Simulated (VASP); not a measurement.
Input of a VASP 6.6.1 run:

INCAR

```
SYSTEM = Bi
PREC = Accurate ; ENCUT = 520
EDIFF = 1E-6 ; ISMEAR = -1
SIGMA = 0.05 ; LREAL = .False.
LASPH = .True. ; NELM = 100
ALGO = Normal ; ISIF = 2
LWAVE = .False. ; LCHARG = .False.
GGA = PE ; NBANDS = 14
```

File KPOINTS:

```
Automatic mesh
0
Gamma
  14 14 14
  0 0 0
```

Contents of POSCAR:

```
Bi
1.0
    0.0000000000      1.9970892359      1.9970892359
    1.9970892359      0.0000000000      1.9970892359
    1.9970892359      1.9970892359      0.0000000000
Bi
1
Direct
    0.0000000000      0.0000000000      0.0000000000
```

Potentials or basis: VASP PAW PBE potentials, release 64 (Bi_d).

Launch:

```bash
$ cat potpaw_PBE.64/Bi_d/POTCAR > POTCAR
$ mpirun -np 1 vasp_std > vasp.out
```

(1) Predict the pressure.

Results:

(1) 178.2 GPa.
